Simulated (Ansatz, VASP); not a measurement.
**YAl2N3 in VASP and in Ansatz**

```
Y Al N
1.0
     3.26209   -0.07098   -0.56575
     0.10468    5.26806   -0.06154
    -0.11976    0.10585    8.88809
Y Al N
2 4 6
Direct
  0.36738 0.02978 0.98632
  0.13274 0.52978 0.51368
  0.46690 0.54320 0.18361
  0.69598 0.00393 0.64192
  0.03302 0.04320 0.31639
  0.80405 0.50393 0.85808
  0.00403 0.69699 0.25876
  0.79471 0.14412 0.83968
  0.14189 0.08198 0.53306
  0.35810 0.58198 0.96694
  0.49586 0.19699 0.24124
  0.70535 0.64412 0.66032
```

Change from the starting cell: the structure that the rattled cell fell into.

Alike in both runs: functional PBE; k mesh 6 × 4 × 2; occupations gaussian, width 0.1 eV; no spin polarisation.

Ansatz relaxed the structure, and its values are those at the end. VASP's run is a single point on that final structure, the one shown.

|  | VASP | Ansatz |
| --- | --- | --- |
| version | VASP 6.6.1 | Ansatz 0.2.0 |
| potentials or method | VASP PAW PBE potentials, release 64 (Y_sv, Al, N), cutoff 520 eV | scalar-relativistic, plane waves, PAW |
| valence electrons in the cell | 64 | 64 |

|  | VASP | Ansatz | Ansatz less VASP |
| --- | --- | --- | --- |
| gap on the k mesh at the Fermi level (eV) | 2.70 | 2.70 | 0.000 |
| least direct gap on the mesh (eV) | 2.72 | 2.72 | +0.001 |
| pressure (GPa) | -0.1 | 0.1 | +0.22 |
| rms of the force components (eV/Å) | 0.004 | 0.002 | -0.0019 |
